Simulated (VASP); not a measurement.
# K6NaMg8F24 (a cell with a defect) in VASP: single point with PBEsol

Aim: the single point of K6NaMg8F24 (a cell with a defect) with PBEsol.

All numbers are computed with VASP 6.6.1; they aren't measurements. Logs are shortened: lines on timing, memory, paths and dates and some standing lists are left out, and cuts for length are marked.

## 1. The cell of the first run

The cell holds a defect, 39 atoms: a = 7.983 Å, b = 7.983 Å, c = 7.983 Å, α = 90.00°, β = 90.00°, γ = 90.00°.

## 2. Single point, PBEsol, collinear spin

The input, INCAR:

```
SYSTEM = K6NaMg8F24
ALGO = Normal
EDIFF = 1E-6
ENCUT = 520
GGA = PS
GGA_COMPAT = .FALSE.
ISIF = 2
ISMEAR = -1
ISPIN = 2
ISYM = -1
LASPH = .TRUE.
LCHARG = .TRUE.
LELF = .TRUE.
LORBIT = 11
LREAL = Auto
LVHAR = .TRUE.
LWAVE = .FALSE.
MAGMOM = 0 0 0 0 0 0 2 0 0 0 0 0 0 0 0 0 0 0 0 0 0 0 0 0 0 0 0 0 0 0 0 0 0 0 0 0 0 0 0
NBANDS = 152
NELECT = 244.0
NELM = 200
PREC = Accurate
SIGMA = 0.05
```

The input, KPOINTS:

```
explicit points
1
Reciprocal
  0.25000000   0.25000000   0.25000000 1
```

The input, POSCAR:

```
K6NaMg8F24
1.0
    7.9825440000      0.0000000000      0.0000000000
    0.0000000000      7.9825440000      0.0000000000
    0.0000000000      0.0000000000      7.9825440000
K Na Mg F
6 1 8 24
Direct
    0.0000010000      0.9992360000      0.4999530000
    0.9998370000      0.4990220000      0.9998320000
    0.0000220000      0.4991960000      0.4996500000
    0.5000250000      0.9990230000      0.9996070000
    0.5000830000      0.9990880000      0.4996590000
    0.4998150000      0.4990760000      0.9999820000
    0.5007590000      0.4992080000      0.4993780000
    0.2478490000      0.2469230000      0.2477970000
    0.2481270000      0.2471290000      0.7518890000
    0.2478450000      0.7514010000      0.2478020000
    0.2478110000      0.7509340000      0.7517310000
    0.7521740000      0.2471790000      0.2477400000
    0.7520620000      0.2468080000      0.7517220000
    0.7519860000      0.7512920000      0.2474850000
    0.7519780000      0.7510650000      0.7518030000
    0.2572180000      0.2561530000      0.9997650000
    0.2542050000      0.2534100000      0.4997850000
    0.2569890000      0.7422800000      0.9997840000
    0.2537140000      0.7448480000      0.4998370000
    0.7433880000      0.2563980000      0.9997760000
    0.7462450000      0.2532180000      0.4996430000
    0.7420730000      0.7415860000      0.9996680000
    0.7462260000      0.7452710000      0.4996480000
    0.9999570000      0.2563420000      0.2572820000
    0.0000450000      0.2558500000      0.7425170000
    0.9999270000      0.7423500000      0.2573070000
    0.9999680000      0.7416240000      0.7423410000
    0.5000630000      0.2533920000      0.2533370000
    0.5001970000      0.2525840000      0.7460340000
    0.4998420000      0.7450060000      0.2539180000
    0.4997770000      0.7451310000      0.7456450000
    0.2577830000      0.9990950000      0.2576930000
    0.2570840000      0.9990330000      0.7426050000
    0.2531830000      0.4992020000      0.2529920000
    0.2534720000      0.4989670000      0.7464890000
    0.7427110000      0.9992150000      0.2568240000
    0.7427660000      0.9990260000      0.7422760000
    0.7463590000      0.4992910000      0.2536310000
    0.7462240000      0.4989430000      0.7459480000
```

Potentials or basis: VASP PAW PBE potentials, release 64 (K_sv, Na_pv, Mg, F).

The run is started by

```
cat potpaw_PBE.64/K_sv/POTCAR potpaw_PBE.64/Na_pv/POTCAR potpaw_PBE.64/Mg/POTCAR potpaw_PBE.64/F/POTCAR > POTCAR
mpirun -np 1 vasp_std > vasp.out
```

OUTCAR:

```text
SYSTEM = K6NaMg8F24
   EDIFF = 1E-6
   ENCUT = 520
   GGA = PS
   ISIF = 2
   ISMEAR = -1
   ISPIN = 2
   ISYM = -1
   LASPH = .TRUE.
   LORBIT = 11
   LREAL = Auto
   NELECT = 244.0
   NELM = 200
   PREC = Accurate

 ion  position               nearest neighbor table
   1  0.000  0.999  0.500-  25 2.82  26 2.82  37 2.82  33 2.82  24 2.82  27 2.82  32 2.82  36 2.83
                            13 3.44   8 3.45  10 3.45  11 3.45   9 3.45  12 3.45  15 3.45  14 3.45
   2  1.000  0.499  1.000-  20 2.82  27 2.82  24 2.82  16 2.82  22 2.83  18 2.83  25 2.83  26 2.83
                            12 3.44  14 3.45  15 3.45  11 3.45   8 3.45  13 3.45   9 3.45  10 3.45
   3  0.000  0.499  0.500-  27 2.74  24 2.74  26 2.74  25 2.74  19 2.82  38 2.82  21 2.82  34 2.82
                            23 2.82  17 2.82  39 2.82  35 2.82  11 3.46  12 3.46  10 3.47   8 3.47
   4  0.500  0.999  1.000-  22 2.82  18 2.82  36 2.82  33 2.82  16 2.82  37 2.82  32 2.83  20 2.83
                            14 3.45  13 3.45  15 3.45   9 3.45  10 3.45  11 3.45   8 3.45  12 3.45
   5  0.500  0.999  0.500-  32 2.73  37 2.74  36 2.74  33 2.74  30 2.82  29 2.82  31 2.82  23 2.82
                            17 2.82  21 2.82  19 2.83  28 2.83  13 3.46  10 3.46  14 3.47   8 3.47
   6  0.500  0.499  1.000-  22 2.74  16 2.74  18 2.74  20 2.74  28 2.82  34 2.82  35 2.82  30 2.82
                            38 2.82  31 2.82  29 2.83  39 2.83   9 3.46  14 3.47   8 3.47  12 3.47
   7  0.501  0.499  0.499-
   8  0.248  0.247  0.248-  32 1.98  24 1.98  16 1.98  17 2.01  28 2.01  34 2.01   1 3.45   2 3.45
                             4 3.45   5 3.47   6 3.47   3 3.47
   9  0.248  0.247  0.752-  16 1.98  25 1.98  33 1.98  35 2.01  29 2.01  17 2.01   4 3.45   1 3.45
                             2 3.45   6 3.46   5 3.47   3 3.47
  10  0.248  0.751  0.248-  32 1.98  26 1.98  18 1.98  30 2.01  19 2.01  34 2.01   1 3.45   4 3.45
                             2 3.45   5 3.46   3 3.47   6 3.47
  11  0.248  0.751  0.752-  27 1.98  18 1.98  33 1.98  19 2.01  35 2.01  31 2.01   1 3.45   2 3.45
                             4 3.45   3 3.46   6 3.47   5 3.47
  12  0.752  0.247  0.248-  24 1.98  20 1.98  36 1.98  21 2.01  38 2.01  28 2.01   2 3.44   1 3.45
                             4 3.45   3 3.46   6 3.47   5 3.47
  13  0.752  0.247  0.752-  37 1.98  25 1.98  20 1.98  29 2.01  21 2.01  39 2.01   1 3.44   4 3.45
                             2 3.45   5 3.46   3 3.47   6 3.47
  14  0.752  0.751  0.247-  22 1.98  36 1.98  26 1.98  38 2.01  23 2.01  30 2.01   4 3.45   2 3.45
                             1 3.45   5 3.47   6 3.47   3 3.47
  15  0.752  0.751  0.752-  22 1.98  37 1.98  27 1.98  39 2.01  23 2.01  31 2.01   4 3.45   2 3.45
                             1 3.45   5 3.47   3 3.47   6 3.47
  16  0.257  0.256  1.000-   9 1.98   8 1.98   6 2.74   4 2.82   2 2.82
[... 9 lines left out ...]
  26  1.000  0.742  0.257-  10 1.98  14 1.98   3 2.74   1 2.82   2 2.83
  27  1.000  0.742  0.742-  11 1.98  15 1.98   3 2.74   1 2.82   2 2.82
  28  0.500  0.253  0.253-  12 2.01   8 2.01   6 2.82   5 2.83
  29  0.500  0.253  0.746-  13 2.01   9 2.01   5 2.82   6 2.83
  30  0.500  0.745  0.254-  10 2.01  14 2.01   5 2.82   6 2.82
  31  0.500  0.745  0.746-  11 2.01  15 2.01   5 2.82   6 2.82
  32  0.258  0.999  0.258-  10 1.98   8 1.98   5 2.73   1 2.82   4 2.83
  33  0.257  0.999  0.743-   9 1.98  11 1.98   5 2.74   1 2.82   4 2.82
  34  0.253  0.499  0.253-  10 2.01   8 2.01   6 2.82   3 2.82
  35  0.253  0.499  0.746-   9 2.01  11 2.01   6 2.82   3 2.82
  36  0.743  0.999  0.257-  14 1.98  12 1.98   5 2.74   4 2.82   1 2.83
  37  0.743  0.999  0.742-  13 1.98  15 1.98   5 2.74   1 2.82   4 2.82
  38  0.746  0.499  0.254-  14 2.01  12 2.01   3 2.82   6 2.82
  39  0.746  0.499  0.746-  15 2.01  13 2.01   3 2.82   6 2.83

IMPORTANT INFORMATION: All symmetrisations will be switched off!
NOSYMM: (Re-)initialisation of all symmetry stuff for point group C_1.

----------------------------------------------------------------------------------------

                                     Primitive cell

  volume of cell :     508.6558

  direct lattice vectors                    reciprocal lattice vectors
     7.982544000  0.000000000  0.000000000     0.125273346  0.000000000  0.000000000
     0.000000000  7.982544000  0.000000000     0.000000000  0.125273346  0.000000000
     0.000000000  0.000000000  7.982544000     0.000000000  0.000000000  0.125273346

  length of vectors
     7.982544000  7.982544000  7.982544000     0.125273346  0.125273346  0.125273346

  position of ions in fractional coordinates (direct lattice)
     0.000001000  0.999236000  0.499953000
     0.999837000  0.499022000  0.999832000
     0.000022000  0.499196000  0.499650000
     0.500025000  0.999023000  0.999607000
     0.500083000  0.999088000  0.499659000
     0.499815000  0.499076000  0.999982000
[... 31 lines left out ...]
     0.746359000  0.499291000  0.253631000
     0.746224000  0.498943000  0.745948000

  ion indices of the primitive-cell ions
   primitive index   ion index
                 1           1
                 2           2
                 3           3
                 4           4
                 5           5
                 6           6
[... 62 lines left out ...]
   NELM   =    200;   NELMIN=  2; NELMDL= -5     # of ELM steps
   EDIFF  = 0.1E-05   stopping-criterion for ELM
   LREAL  =      T    real-space projection
   EDIFFG = 0.1E-04   stopping-criterion for IOM
   NSW    =      0    number of steps for IOM
   IBRION =     -1    ionic relax: 0-MD 1-quasi-New 2-CG
   NFREE  =      0    steps in history (QN), initial steepest desc. (CG)
   ISIF   =      2    stress and relaxation
   ISYM   =     -1    0-nonsym 1-usesym 2-fastsym
   POTIM  = 0.5000    time-step for ionic-motion
   TEBEG  =    0.0;   TEEND  =   0.0 temperature during run
   PSTRESS=    0.0 pullay stress
   NELECT =     244.0000    total number of electrons
   NUPDOWN=      -1.0000    fix difference up-down
   EMIN   =  10.00;   EMAX   =-10.00  energy-range for DOS
   EFERMI =   0.00;   METHOD = LEGACY
   ISMEAR =    -1;   SIGMA  =   0.05  broadening in eV -4-tet -1-fermi 0-gaus
   EFERMI_NEDOS =   21; number of points for ismear=-14 and -15
   IALGO  =     38    algorithm
   IMIX   =      4    mixing-type and parameters
     AMIX     =   0.40;   BMIX     =  1.00
     AMIX_MAG =   1.60;   BMIX_MAG =  1.00
  volume/ion in A,a.u.               =      13.04        88.01
  Fermi-wavevector in a.u.,A,eV,Ry     =   1.281534  2.421748 22.345247  1.642329
  Thomas-Fermi vector in A             =   2.413898
   LORBIT       =     11    0 simple, 1 ext, 2 COOP (PROOUT), +10 PAW based schemes
   GGA     = PS    functional components
   LHFCALC =     F    Hartree Fock is set to
   AEXX    =    0.0000 exact exchange contribution
   IVDW    =     0    specifies the selected vdW correction
   LEPSILON=     F    determine dielectric tensor
   LRPA    =     F    only Hartree local field effects (RPA)
 spin polarized calculation
  energy-cutoff  :      520.00
  volume of cell :      508.66
 maximum number of plane-waves:     13679
 NGX is ok and might be reduce to    60
   NGX = 29   NGY = 29   NGZ = 29

 number of electron     243.9999867 magnetization       1.7523844

 Free energy of the ion-electron system (eV)
  ---------------------------------------------------
  ext. energy  EPLUGINS =         0.00000000
  ---------------------------------------------------
  free energy    TOTEN  =      -192.01334367 eV

  energy without entropy =     -191.80223366  energy(sigma->0) =     -191.90778866

 E-fermi :  -2.2585     XC(G=0):  -9.5231

 val. band max:       -2.2589509460   @ k =   0.2500   0.2500   0.2500
 cond. band min:       5.6197449449   @ k =   0.2500   0.2500   0.2500
 fundamental gap:      7.8786958909
 Fermi energy:        -2.2584675854

 spin component 1

 k-point     1 :       0.2500    0.2500    0.2500
  band No.  band energies     occupation
      1     -27.4807      1.00000
      2     -27.4760      1.00000
      3     -27.4739      1.00000
      4     -27.2826      1.00000
      5     -27.2808      1.00000
      6     -27.2775      1.00000
[... 126 lines left out ...]
    133       8.7320      0.00000
    134       8.7625      0.00000
 Fermi energy:        -2.2584675854

 spin component 2

 k-point     1 :       0.2500    0.2500    0.2500
  band No.  band energies     occupation
      1     -27.4814      1.00000
      2     -27.4768      1.00000
      3     -27.4747      1.00000
      4     -27.2833      1.00000
      5     -27.2815      1.00000
      6     -27.2783      1.00000
[... 126 lines left out ...]
    133       8.7401      0.00000
    134       8.7795      0.00000
 [bands above 134 left out]

------------------------ aborting loop because EDIFF is reached ----------------------------------------

  FORCE on cell =-STRESS in cart. coord.  units (eV):
  Direction    XX          YY          ZZ          XY          YZ          ZX
  --------------------------------------------------------------------------------------
  -------------------------------------------------------------------------------------
  Total       -8.4057196     -8.4274393     -8.4026128      0.3641491      0.3662275      0.3665988
  in kB      -26.4765576    -26.5449709    -26.4667716      1.1470065      1.1535530      1.1547226
  external PRESSURE =     -26.4961000 kB  Pullay stress =       0.0000000 kB

 VOLUME and BASIS-vectors are now :
 -----------------------------------------------------------------------------
  energy-cutoff  :      520.00
  volume of cell :      508.66
      direct lattice vectors                 reciprocal lattice vectors
     7.982544000  0.000000000  0.000000000     0.125273346  0.000000000  0.000000000
     0.000000000  7.982544000  0.000000000     0.000000000  0.125273346  0.000000000
     0.000000000  0.000000000  7.982544000     0.000000000  0.000000000  0.125273346

 POSITION                                       TOTAL-FORCE (eV/Angst)
 -----------------------------------------------------------------------------------
      0.00001      7.97645      3.99090        -0.000589     -0.006422     -0.001835
      7.98124      3.98347      7.98120         0.001948     -0.001348     -0.000842
      0.00018      3.98485      3.98848         0.000434     -0.005498     -0.000040
      3.99147      7.97475      7.97941        -0.000968      0.000379      0.001318
      3.99193      7.97526      3.98855         0.000791     -0.002767      0.001291
      3.98980      3.98390      7.98240         0.001146     -0.004794     -0.003061
[... 31 lines left out ...]
      5.95784      3.98561      2.02462        -0.007323     -0.002372      0.004429
      5.95677      3.98283      5.95456        -0.007293      0.004815     -0.006396
 -----------------------------------------------------------------------------------
    total drift:                               -0.000727     -0.047671     -0.014782

  FREE ENERGIE OF THE ION-ELECTRON SYSTEM (eV)
  ---------------------------------------------------
  free  energy   TOTEN  =      -192.0133436674 eV

  energy  without entropy=     -191.8022336582  energy(sigma->0) =     -191.90778866

 total charge

# of ion       s       p       d       tot
------------------------------------------
    1        1.953   5.574   0.025   7.552
    2        1.953   5.574   0.025   7.552
    3        1.955   5.577   0.029   7.561
    4        1.953   5.574   0.025   7.552
    5        1.955   5.577   0.029   7.561
    6        1.955   5.577   0.029   7.560
[... 31 lines left out ...]
   38        1.731   4.358   0.000   6.088
   39        1.731   4.357   0.000   6.088
--------------------------------------------------
tot         54.259 145.339   0.773 200.372

 magnetization (x)

# of ion       s       p       d       tot
------------------------------------------
    1       -0.000  -0.000  -0.000  -0.001
    2       -0.000  -0.000  -0.000  -0.001
    3       -0.000  -0.000  -0.000  -0.001
    4       -0.000  -0.000  -0.000  -0.001
    5       -0.000  -0.000  -0.000  -0.001
    6       -0.000  -0.000  -0.000  -0.001
[... 31 lines left out ...]
   38        0.000   0.068   0.000   0.069
   39        0.000   0.070   0.000   0.070
--------------------------------------------------
tot          0.004   1.583  -0.005   1.582
```

Run time: 6.3 min. Hardware: 1 thread of Intel Xeon Platinum 8559C (Emerald Rapids), shared host; peak memory 0.71 GiB.

What came out:

| Property | Result |
| --- | --- |
| Free energy | -192.0133 eV |
| Largest force | 0.026 eV/Å |
| Net moment | 1.75 μB per cell |
| Site moments | K -0.00; Na -0.00; Mg -0.00; F +0.06, +0.07 (each value once) μB |
| Valence electrons inside the program's atomic spheres | K 7.55, 7.56 (each value once); Na 5.98; Mg 0.36; F 6.09, 6.10 (each value once) |

Forces on the atoms (eV/Å):
```
K   -0.001 -0.006 -0.002
K    0.002 -0.001 -0.001
K    0.000 -0.005  0.000
K   -0.001  0.000  0.001
K    0.001 -0.003  0.001
K    0.001 -0.005 -0.003
Na   0.000  0.001 -0.001
Mg   0.016  0.021  0.004
Mg   0.001 -0.001 -0.010
Mg   0.006 -0.016  0.006
Mg   0.007  0.002  0.001
Mg  -0.011  0.007  0.003
Mg   0.000  0.018 -0.002
Mg  -0.007 -0.006  0.015
Mg  -0.009 -0.008 -0.013
F    0.002 -0.004  0.004
F    0.001  0.003 -0.001
F    0.002 -0.002  0.000
F    0.008 -0.002 -0.004
F   -0.008 -0.002 -0.003
F   -0.009  0.004  0.006
F    0.005  0.006  0.005
F   -0.010 -0.005  0.006
F    0.004 -0.006  0.001
F    0.002  0.004 -0.005
F   -0.002 -0.001 -0.008
F   -0.004  0.002  0.002
F   -0.005  0.004  0.008
F   -0.006  0.014 -0.002
F    0.005 -0.004  0.004
F    0.012 -0.006 -0.004
F   -0.005  0.002 -0.005
F    0.003 -0.001 -0.005
F    0.009 -0.003  0.010
F    0.010  0.003 -0.007
F   -0.003 -0.002  0.000
F   -0.003 -0.004  0.001
F   -0.007 -0.002  0.004
F   -0.007  0.005 -0.006
```

Caveat: the cell carries a net charge on a neutralising background, which shifts energy and pressure; the cell is charged against a uniform background, so pressure and absolute levels hang on convention; a moment this small can come from the mesh or the smearing; the PAW data sets were made with another functional, which shifts forces and pressure a little.
